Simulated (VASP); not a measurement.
CuI: single point with r2SCAN

Crystal: CuI.

```xyz
2
Lattice="3.7332 0.0000 0.0000 0.0000 3.7332 0.0000 0.0000 0.0000 3.7332" Properties=species:S:1:pos:R:3 pbc="T T T"
Cu    0.0000    0.0000    0.0000
I     1.8666    1.8666    1.8666
```

```yaml
Program: VASP 6.6.1
Task: single point
Functional: r2SCAN
Potentials_or_basis: VASP PAW PBE potentials, release 64 (Cu, I)
Cutoff: 520 eV
k_mesh: 6 × 6 × 6
Occupations: fermi-dirac, width 0.02 eV
Spin: no spin polarisation
Dipole_correction: no
Further_INCAR_settings: ALGO = Normal; EDIFF = 1e-06; NBANDS = 16
```

The pressure is -1.8 GPa. The band gap on the k mesh is 0.05 eV (least direct gap 0.37 eV).

Levels at points of the mesh, in eV from the valence-band top:
| k point | band 5 | band 6 | band 7 | band 8 | band 9 | band 10 | band 11 | band 12 | band 13 | band 14 |
| --- | --- | --- | --- | --- | --- | --- | --- | --- | --- | --- |
| (0.00, 0.00, 0.00) | -1.51 | -1.51 | -1.37 | -1.37 | -1.37 | 0.10 | 6.07 | 6.07 | 10.56 | 10.56 |
| (0.50, 0.00, 0.00) | -1.62 | -1.36 | -1.23 | 0.00 | 0.00 | 4.04 | 4.14 | 6.80 | 6.80 | 7.06 |
| (0.50, 0.50, 0.00) | -1.49 | -1.49 | -1.40 | -1.24 | -0.32 | 0.05 | 7.75 | 7.75 | 8.18 | 9.61 |
| (0.50, 0.50, 0.50) | -1.23 | -1.23 | -0.65 | -0.65 | -0.65 | 2.40 | 2.44 | 2.44 | 2.44 | 17.34 |

Run time: 50 s on 1 thread of Intel(R) Xeon(R) Platinum 8259CL CPU @ 2.50GHz (Skylake/Cascade Lake), on a shared host, peak memory 0.17 GiB.

Caveat: the PAW data sets were made with another functional, which shifts forces and pressure a little; spin-orbit coupling is left out, which moves the levels of the heavy elements. A k mesh can miss the band edges.
